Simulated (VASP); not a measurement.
# Na2Al2O (P4/mmm) in VASP: relaxation of cell and atoms with PBE

Aim: the relaxation of cell and atoms of Na2Al2O with PBE.

All numbers are computed with VASP 6.6.1; they aren't measurements. Logs are shortened: lines on timing, memory, paths and dates and some standing lists are left out, and cuts for length are marked.

### 1 The cell of the first run

It takes space group P4/mmm (No. 123, tetragonal). The conventional cell has a = 3.521 Å, b = 3.521 Å, c = 8.818 Å, α = 90.00°, β = 90.00°, γ = 90.00°. Na (site symmetry 4mm) has 1 Na at 2.43 Å and 4 O at 2.77 Å within 3.2 Å. Within 3.3 Å of Al (site symmetry mmm) lie 4 Al at 2.49 Å. O (site symmetry 4/mmm) has 8 Na at 2.77 Å and 4 O at 3.52 Å within 3.7 Å.

The cell was generated, and may not be a known phase.

### 2 Relaxation of cell and atoms, PBE, collinear spin, ferromagnetic start

INCAR

```
SYSTEM = Na2Al2O
  PREC = Accurate
  ENCUT = 600
  EDIFF = 1E-6
  ISMEAR = 0
  SIGMA = 0.1
  LREAL = .FALSE.
  LASPH = .TRUE.
  NELM = 150
  ALGO = Fast
  ISIF = 3
  LWAVE = .FALSE.
  LCHARG = .FALSE.
  ISPIN = 2
  MAGMOM = 0 0 0 0 0.44
  LORBIT = 11
  GGA = PE
  IBRION = 2
  NSW = 100
  EDIFFG = -0.01
  KPAR = 4
```

KPOINTS

```
regular mesh
0
G
  10 10 4
  0 0 0
```

POSCAR

```
Na2Al2O
1.0
    3.5211221723      0.0000000000      0.0000000000
    0.0000000000      3.5211221723      0.0000000000
    0.0000000000      0.0000000000      8.8181979508
Na Al O
2 2 1
Direct
    0.0000000000      0.0000000000      0.6376256817
    0.0000000000      0.0000000000      0.3623743183
    0.0000000000      0.5000000000      0.0000000000
    0.5000000000      0.0000000000      0.0000000000
    0.5000000000      0.5000000000      0.5000000000
```

Potentials or basis: VASP PAW PBE potentials, release 64 (Na_pv, Al, O).

Command:

```bash
cat potpaw_PBE.64/Na_pv/POTCAR potpaw_PBE.64/Al/POTCAR potpaw_PBE.64/O/POTCAR > POTCAR
mpirun -np 4 vasp_std > vasp.out
```

OUTCAR:

```text
SYSTEM = Na2Al2O
   PREC = Accurate
   ENCUT = 600
   EDIFF = 1E-6
   ISMEAR = 0
   LREAL = .FALSE.
   LASPH = .TRUE.
   NELM = 150
   ISIF = 3
   ISPIN = 2
   LORBIT = 11
   GGA = PE
   IBRION = 2
   NSW = 100
   EDIFFG = -0.01

 ion  position               nearest neighbor table
   1  0.000  0.000  0.638-   2 2.43
   2  0.000  0.000  0.362-   1 2.43
   3  0.000  0.500  0.000-   4 2.49   4 2.49   4 2.49   4 2.49
   4  0.500  0.000  0.000-   3 2.49   3 2.49   3 2.49   3 2.49
   5  0.500  0.500  0.500-

  LATTYP: Found a simple tetragonal cell.
 ALAT       =     3.5211221723
 C/A-ratio  =     2.5043714814

  Lattice vectors:

 A1 = (   3.5211221723,   0.0000000000,   0.0000000000)
 A2 = (   0.0000000000,   3.5211221723,   0.0000000000)
 A3 = (   0.0000000000,   0.0000000000,   8.8181979508)

Analysis of symmetry for initial positions (statically):
=====================================================================
 Subroutine PRICEL returns:
 Original cell was already a primitive cell.

 Routine SETGRP: Setting up the symmetry group for a
 simple tetragonal supercell.

 Subroutine GETGRP returns: Found 16 space group operations
 (whereof 16 operations were pure point group operations)
 out of a pool of 16 trial point group operations.

The static configuration has the point symmetry D_4h.

Analysis of symmetry for dynamics (positions and initial velocities):
=====================================================================
 Subroutine PRICEL returns:
 Original cell was already a primitive cell.

 Routine SETGRP: Setting up the symmetry group for a
 simple tetragonal supercell.

 Subroutine GETGRP returns: Found 16 space group operations
 (whereof 16 operations were pure point group operations)
 out of a pool of 16 trial point group operations.

The dynamic configuration has the point symmetry D_4h.

Analysis of structural, dynamic, and magnetic symmetry:
=====================================================================
 Subroutine PRICEL returns:
 Original cell was already a primitive cell.

 Routine SETGRP: Setting up the symmetry group for a
 simple tetragonal supercell.

 Subroutine GETGRP returns: Found 16 space group operations
 (whereof 16 operations were pure point group operations)
 out of a pool of 16 trial point group operations.

The overall configuration has the point symmetry D_4h.

 Subroutine INISYM returns: Found 16 space group operations
 (whereof 16 operations are pure point group operations),
 and found     1 'primitive' translations

----------------------------------------------------------------------------------------

                                     Primitive cell

  volume of cell :     109.3307

  direct lattice vectors                    reciprocal lattice vectors
     3.521122172  0.000000000  0.000000000     0.284000370  0.000000000  0.000000000
     0.000000000  3.521122172  0.000000000     0.000000000  0.284000370  0.000000000
     0.000000000  0.000000000  8.818197951     0.000000000  0.000000000  0.113401854

  length of vectors
     3.521122172  3.521122172  8.818197951     0.284000370  0.284000370  0.113401854

  position of ions in fractional coordinates (direct lattice)
     0.000000000  0.000000000  0.637625682
     0.000000000  0.000000000  0.362374318
     0.000000000  0.500000000  0.000000000
     0.500000000  0.000000000  0.000000000
     0.500000000  0.500000000  0.500000000

  ion indices of the primitive-cell ions
   primitive index   ion index
                 1           1
                 2           2
                 3           3
                 4           4
                 5           5

----------------------------------------------------------------------------------------

 KPOINTS: regular mesh

Automatic generation of k-mesh.
 Grid dimensions read from file:
 generate k-points for:   10   10    4

 Generating k-lattice:

  Cartesian coordinates                     Fractional coordinates (reciprocal lattice)
     0.028400037  0.000000000  0.000000000     0.100000000  0.000000000  0.000000000
     0.000000000  0.028400037  0.000000000     0.000000000  0.100000000  0.000000000
     0.000000000  0.000000000  0.028350464     0.000000000  0.000000000  0.250000000

  Length of vectors
     0.028400037  0.028400037  0.028350464

  Shift w.r.t. Gamma in fractional coordinates (k-lattice)
     0.000000000  0.000000000  0.000000000

 Subroutine IBZKPT returns following result:
 ===========================================

 Found     63 irreducible k-points:

 Following reciprocal coordinates:
            Coordinates               Weight
  0.000000  0.000000  0.000000      1.000000
  0.100000  0.000000  0.000000      4.000000
  0.200000  0.000000  0.000000      4.000000
  0.300000  0.000000  0.000000      4.000000
  0.400000  0.000000  0.000000      4.000000
  0.500000  0.000000  0.000000      2.000000
[... 16 lines left out ...]
  0.100000  0.000000  0.250000      8.000000
  0.200000  0.000000  0.250000      8.000000
 [... further k-points ...]
   k-points           NKPTS =     63   k-points in BZ     NKDIM =     63   number of bands    NBANDS=     17
   number of dos      NEDOS =    301   number of ions     NIONS =      5
   total plane-waves  NPLWV =  54880
   dimension x,y,z NGX =    28 NGY =   28 NGZ =   70
   dimension x,y,z NGXF=    56 NGYF=   56 NGZF=  140
   ions per type =               2   2   1
   NGX,Y,Z   is equivalent  to a cutoff of  13.22, 13.22, 13.20 a.u.
   NGXF,Y,Z  is equivalent  to a cutoff of  26.44, 26.44, 26.39 a.u.
 SYSTEM =  Na2Al2O
   PREC   = accura    normal or accurate (medium, high low for compatibility)
   ISTART =      0    job   : 0-new  1-cont  2-samecut
   ICHARG =      2    charge: 1-file 2-atom 10-const
   ISPIN  =      2    spin polarized calculation?
   LNONCOLLINEAR =      F non collinear calculations
   LSORBIT =      F    spin-orbit coupling
   LASPH  =      T    aspherical Exc in radial PAW
   ENCUT  =  600.0 eV  44.10 Ry    6.64 a.u.   7.03  7.03 17.61*2*pi/ulx,y,z
   NELM   =    150;   NELMIN=  2; NELMDL= -5     # of ELM steps
   EDIFF  = 0.1E-05   stopping-criterion for ELM
   LREAL  =      F    real-space projection
   EDIFFG = -.1E-01   stopping-criterion for IOM
   NSW    =    100    number of steps for IOM
   IBRION =      2    ionic relax: 0-MD 1-quasi-New 2-CG
   NFREE  =      1    steps in history (QN), initial steepest desc. (CG)
   ISIF   =      3    stress and relaxation
   ISYM   =      2    0-nonsym 1-usesym 2-fastsym
   POTIM  = 0.5000    time-step for ionic-motion
   TEBEG  =    0.0;   TEEND  =   0.0 temperature during run
   PSTRESS=    0.0 pullay stress
   NELECT =      26.0000    total number of electrons
   NUPDOWN=      -1.0000    fix difference up-down
   EMIN   =  10.00;   EMAX   =-10.00  energy-range for DOS
   EFERMI =   0.00;   METHOD = LEGACY
   ISMEAR =     0;   SIGMA  =   0.10  broadening in eV -4-tet -1-fermi 0-gaus
   EFERMI_NEDOS =   21; number of points for ismear=-14 and -15
   IALGO  =     68    algorithm
   IMIX   =      4    mixing-type and parameters
     AMIX     =   0.40;   BMIX     =  1.00
     AMIX_MAG =   1.60;   BMIX_MAG =  1.00
  volume/ion in A,a.u.               =      21.87       147.56
  Fermi-wavevector in a.u.,A,eV,Ry     =   1.014266  1.916685 13.996801  1.028736
  Thomas-Fermi vector in A             =   2.147484
   LORBIT       =     11    0 simple, 1 ext, 2 COOP (PROOUT), +10 PAW based schemes
   GGA     = PE    functional components
   LHFCALC =     F    Hartree Fock is set to
   AEXX    =    0.0000 exact exchange contribution
   IVDW    =     0    specifies the selected vdW correction
   LEPSILON=     F    determine dielectric tensor
   LRPA    =     F    only Hartree local field effects (RPA)
 conjugate gradient relaxation of ions
 spin polarized calculation
 RMM-DIIS sequential band-by-band and
 Gauss-broadening in eV      SIGMA  =   0.10
  energy-cutoff  :      600.00
  volume of cell :      109.33
 maximum number of plane-waves:      3672
   NGX = 15   NGY = 15   NGZ = 35

--------------------------------------- Ionic step        1  -------------------------------------------

 number of electron      25.9999982 magnetization       0.0001470

 number of electron      25.9999982 magnetization      -0.3610172

 Free energy of the ion-electron system (eV)
  ---------------------------------------------------
  ext. energy  EPLUGINS =         0.00000000
  ---------------------------------------------------
  free energy    TOTEN  =       -15.49328212 eV

  energy without entropy =      -15.47355372  energy(sigma->0) =      -15.48341792

------------------------ aborting loop because EDIFF is reached ----------------------------------------

  FORCE on cell =-STRESS in cart. coord.  units (eV):
  Direction    XX          YY          ZZ          XY          YZ          ZX
  --------------------------------------------------------------------------------------
  -------------------------------------------------------------------------------------
  Total       -0.1726139     -0.1726139      0.2688206      0.0000000     -0.0000000      0.0000000
  in kB       -2.5295558     -2.5295558      3.9394086      0.0000000     -0.0000000      0.0000000
  external PRESSURE =      -0.3732343 kB  Pullay stress =       0.0000000 kB
[... 180 lines left out ...]
  energy  without entropy=      -15.4760497642  energy(sigma->0) =      -15.48583983

--------------------------------------- Ionic step        6  -------------------------------------------

 number of electron      25.9999993 magnetization      -0.3729729

 Free energy of the ion-electron system (eV)
  ---------------------------------------------------
  ext. energy  EPLUGINS =         0.00000000
  ---------------------------------------------------
  free energy    TOTEN  =       -15.49563861 eV

  energy without entropy =      -15.47597452  energy(sigma->0) =      -15.48580656

 E-fermi :   1.7571     XC(G=0):  -8.0074

 val. band max:        1.7431308629   @ k =   0.5000   0.1000   0.0000
 cond. band min:       1.7578903399   @ k =   0.3000   0.1000   0.0000
 fundamental gap:      0.0147594770
 Fermi energy:         1.7571347054

 spin component 1

 k-point     1 :       0.0000    0.0000    0.0000
  band No.  band energies     occupation
      1     -22.0481      1.00000
      2     -21.7625      1.00000
      3     -21.7625      1.00000
      4     -21.7274      1.00000
      5     -21.7199      1.00000
      6     -21.7199      1.00000
[... 9 lines left out ...]
     16       4.8636      0.00000
     17       6.3269      0.00000
[... 443 lines left out ...]
      1     -22.0459      1.00000
      2     -21.7760      1.00000
      3     -21.7613      1.00000
      4     -21.7307      1.00000
      5     -21.7263      1.00000
      6     -21.7191      1.00000
[... 9 lines left out ...]
     16       5.9869      0.00000
     17       6.0810      0.00000

 [... further k-points ...]

 spin component 2

 k-point     1 :       0.0000    0.0000    0.0000
  band No.  band energies     occupation
      1     -22.0439      1.00000
      2     -21.7581      1.00000
      3     -21.7581      1.00000
      4     -21.7236      1.00000
      5     -21.7157      1.00000
      6     -21.7157      1.00000
[... 9 lines left out ...]
     16       4.8665      0.00000
     17       6.3352      0.00000
[... 443 lines left out ...]
      1     -22.0416      1.00000
      2     -21.7718      1.00000
      3     -21.7569      1.00000
      4     -21.7264      1.00000
      5     -21.7224      1.00000
      6     -21.7148      1.00000
[... 9 lines left out ...]
     16       5.9914      0.00000
     17       6.0862      0.00000

 [... further k-points ...]

------------------------ aborting loop because EDIFF is reached ----------------------------------------

  FORCE on cell =-STRESS in cart. coord.  units (eV):
  Direction    XX          YY          ZZ          XY          YZ          ZX
  --------------------------------------------------------------------------------------
  -------------------------------------------------------------------------------------
  Total       -0.0283640     -0.0283640     -0.0457051      0.0000000      0.0000000     -0.0000000
  in kB       -0.4139588     -0.4139588     -0.6670450      0.0000000      0.0000000     -0.0000000
  external PRESSURE =      -0.4983209 kB  Pullay stress =       0.0000000 kB
[... 20 lines left out ...]
  FREE ENERGIE OF THE ION-ELECTRON SYSTEM (eV)
  ---------------------------------------------------
  free  energy   TOTEN  =       -15.4956386079 eV

  energy  without entropy=      -15.4759745156  energy(sigma->0) =      -15.48580656

 reached required accuracy - stopping structural energy minimisation

 total charge

# of ion       s       p       d       tot
------------------------------------------
    1        0.050   5.970   0.000   6.020
    2        0.050   5.970   0.000   6.020
    3        0.495   0.354   0.000   0.849
    4        0.495   0.354   0.000   0.849
    5        1.566   3.226   0.000   4.791
--------------------------------------------------
tot          2.654  15.875   0.000  18.529

 magnetization (x)

# of ion       s       p       d       tot
------------------------------------------
    1        0.004   0.001   0.000   0.005
    2        0.004   0.001   0.000   0.005
    3        0.000   0.001   0.000   0.001
    4        0.000   0.001   0.000   0.001
    5       -0.004  -0.334   0.000  -0.338
--------------------------------------------------
tot          0.004  -0.330   0.000  -0.326
```

Run time: 7.5 min. Hardware: 4 MPI ranks of Oxide Virtual Turin-like, shared host; peak memory 0.4 GiB.

Results:

| Item | Value |
| --- | --- |
| Free energy | -15.4956 eV |
| Relaxed volume | 21.96 Å³/atom |
| Relaxed cell | a = 3.517 Å, b = 3.517 Å, c = 8.875 Å, α = 90.00°, β = 90.00°, γ = 90.00° |
| Space group after relaxing (to 0.1 Å) | P4/mmm (No. 123) |
| Energy gained by relaxing | 0.5 meV/atom |
| Ionic steps | 6 |
| Pressure after relaxing | 0.0 GPa |
| Largest force after relaxing | 0.003 eV/Å |
| Net moment | -0.37 μB per cell |
| Site moments | Na +0.01; Al +0.00; O -0.34 μB |
| Valence electrons inside the program's atomic spheres | Na 6.02; Al 0.85; O 4.79 |

Forces in eV/Å, atoms in the order of the input:
```
Na   0.000  0.000  0.003
Na   0.000  0.000 -0.003
Al   0.000  0.000  0.000
Al   0.000  0.000  0.000
O    0.000  0.000  0.000
```

Step by step:
```tsv
step	energy change (eV)	largest force (eV/Å)	pressure (GPa)	volume (Å³)
1	0.0000	0.1016	-0.04	109.33
2	-0.0016	0.0598	0.06	109.25
3	-0.0020	0.0277	0.14	109.18
4	-0.0023	0.0144	0.03	109.51
5	-0.0023	0.0101	0.00	109.60
6	-0.0024	0.0030	-0.05	109.78
```

Final structure:
```
Na Al O
1.0
     3.51706    0.00000    0.00000
     0.00000    3.51706    0.00000
     0.00000    0.00000    8.87486
Na Al O
2 2 1
Direct
  0.00000 0.00000 0.63912
  0.00000 0.00000 0.36088
  0.00000 0.50000 0.00000
  0.50000 0.00000 0.00000
  0.50000 0.50000 0.50000
```

Levels at points of the mesh, in eV from the Fermi level:
Spin up:
```
           k point  band 9  band 10  band 11  band 12  band 13  band 14  band 15  band 16  band 17
(0.00, 0.00, 0.00)   -3.02    -0.70     0.09     0.09     1.06     1.22     1.22     3.11     4.57
(0.50, 0.00, 0.00)   -6.01    -1.50    -0.82    -0.14     0.20     0.48     3.71     3.77     4.01
(0.50, 0.50, 0.00)   -3.37    -2.97    -2.97    -0.99    -0.99    -0.34     2.27     2.27     3.28
(0.00, 0.00, 0.50)   -2.89    -1.19     0.09     0.09     1.21     1.21     2.44     2.93     3.13
(0.50, 0.00, 0.50)   -6.02    -1.58    -0.57     0.03     0.07     0.20     3.71     3.76     4.09
(0.50, 0.50, 0.50)   -3.37    -2.96    -2.96    -1.01    -1.01    -0.31     2.33     2.33     3.21
```
Spin down:
| k point | band 10 | band 11 | band 12 | band 13 | band 14 | band 15 | band 16 | band 17 |
| --- | --- | --- | --- | --- | --- | --- | --- | --- |
| (0.00, 0.00, 0.00) | -0.93 | -0.64 | -0.64 | 1.07 | 1.22 | 1.22 | 3.11 | 4.58 |
| (0.50, 0.00, 0.00) | -2.01 | -1.01 | -0.54 | -0.13 | 0.41 | 3.71 | 3.77 | 4.04 |
| (0.50, 0.50, 0.00) | -2.96 | -2.96 | -1.59 | -1.59 | -0.63 | 2.28 | 2.28 | 3.28 |
| (0.00, 0.00, 0.50) | -1.39 | -0.64 | -0.64 | 1.22 | 1.22 | 2.38 | 2.92 | 3.13 |
| (0.50, 0.00, 0.50) | -2.06 | -0.84 | -0.54 | -0.01 | 0.08 | 3.71 | 3.77 | 4.12 |
| (0.50, 0.50, 0.50) | -2.96 | -2.96 | -1.60 | -1.60 | -0.60 | 2.34 | 2.34 | 3.21 |

Caveat: a moment this small can come from the mesh or the smearing.
